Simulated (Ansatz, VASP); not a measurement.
This is a calculation of Na for VASP 6.6.1.

File POSCAR:

```
Na
1.0
    3.7417173590      0.0000000000      0.0000000000
   -1.8708586795      3.2404222867      0.0000000000
    0.0000000000      0.0000000000      6.1126967421
Na
2
Direct
    0.6666666667      0.3333333333      0.7500000000
    0.3333333333      0.6666666667      0.2500000000
```

The input INCAR.step1:

```
  PREC = Accurate
  ENCUT = 520
  ISMEAR = -1
  SIGMA = 0.05
  LREAL = F
  LASPH = T
  NELM = 60
  NBANDS = 14
  GGA = PE
  ALGO = Normal
  EDIFF = 1E-4
  LWAVE = T
  LCHARG = F
```

Contents of INCAR.step2:

```
  PREC = Accurate
  ENCUT = 520
  EDIFF = 1E-7
  ISMEAR = -1
  SIGMA = 0.05
  LREAL = F
  LASPH = T
  NELM = 60
  ALGO = Normal
  ISIF = 2
  LWAVE = F
  LCHARG = F
  METAGGA = R2SCAN
  LMIXTAU = T
  NBANDS = 14
  ISTART = 1
```

Contents of KPOINTS:

```
regular mesh
0
Gamma
  8 8 5
```

Potentials or basis: VASP PAW PBE potentials, release 64 (Na_pv).

Command:

```console
$ cat potpaw_PBE.64/Na_pv/POTCAR > POTCAR
$ cp INCAR.step1 INCAR
$ mpirun -np 1 vasp_std > vasp.out
$ cp INCAR.step2 INCAR
$ mpirun -np 1 vasp_std > vasp.out
```

Question: Set up the same calculation for Ansatz 0.2.0. Potentials there: Ansatz PAW.

Answer: As run (the cutoff follows the program's own potentials):

File input.yaml:

```yaml
crystal:
  lattice:
    - [3.741717359, 0.0, 0.0]
    - [-1.8708586795, 3.2404222867, 0.0]
    - [0.0, 0.0, 6.1126967421]
  atoms:
    - { symbol: Na, position: [0.6666666667, 0.3333333333, 0.75] }
    - { symbol: Na, position: [0.3333333333, 0.6666666667, 0.25] }
hamiltonian:
  xc: r2scan
  pseudopotentials: { kind: paw }
kpoints:
  mp_grid: { grid: [8, 8, 5] }
scf:
  occupations: { method: fermi_dirac, width: 0.05 }
output:
  forces: true
  stress: true
  eigenvalues: true
```

Potentials or basis: Ansatz PAW.

Run with:

```console
$ ansatz run input.yaml --threads 2 --pin off --max-ram 5632MiB --backend cpu --events-out ev --progress --plain --runs-dir out
```

Both were run:

|  | VASP | Ansatz | Ansatz less VASP |
| --- | --- | --- | --- |
| gap on the k mesh at the Fermi level (eV) | none | none | - |
| pressure (GPa) | 0.1 | 0.2 | 0.00 |
| traceless stress, the component that is largest in VASP (GPa) | -0.20 | -0.17 | +0.023 |

VASP's potentials were made for PBE, not for r2SCAN. A gap of «none» marks a metal or a gap that the smearing closes. The functional is the same, so the differences come from potentials, cutoffs and numerics. VASP's potentials hold 14 valence electrons a cell and Ansatz's 18, so a difference there can come from the potentials and not from the codes.
